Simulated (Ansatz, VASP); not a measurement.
**TaN in VASP and in Ansatz**

```
Ta N
1.0
     2.91755    0.00000    0.00000
    -1.45877    2.52667    0.00000
     0.00000    0.00000    5.91449
Ta N
2 2
Direct
  0.00000 0.00000 0.00000
  0.00000 0.00000 0.50000
  0.33333 0.66667 0.25000
  0.66667 0.33333 0.75000
```

Alike in both runs: functional PBE; k mesh 12 × 12 × 9; occupations gaussian, width 0.1 eV; no spin polarisation.

Ansatz relaxed the structure, and its values are those at the end. VASP's run is a single point on that final structure, the one shown.

```csv
,VASP,Ansatz
version,VASP 6.6.1,Ansatz 0.2.0
potentials or method,"VASP PAW PBE potentials, release 64 (Ta_pv, N), cutoff 520 eV","scalar-relativistic, plane waves, PAW"
valence electrons in the cell,32,36
```

Ansatz gave:

```
gap on the k mesh at the Fermi level (eV) : none
pressure (GPa)                            : 0.0
```

Question: Which values does VASP return?

Answer: gap on the k mesh at the Fermi level (eV): none; pressure (GPa): 0.7.

A gap of «none» marks a metal or a gap that the smearing closes. With one functional, cell and mesh, what is left measures potentials, basis and numerics. VASP's potentials hold 32 valence electrons a cell and Ansatz's 36, so a difference there can come from the potentials and not from the codes.

Neither program's run includes spin-orbit coupling.
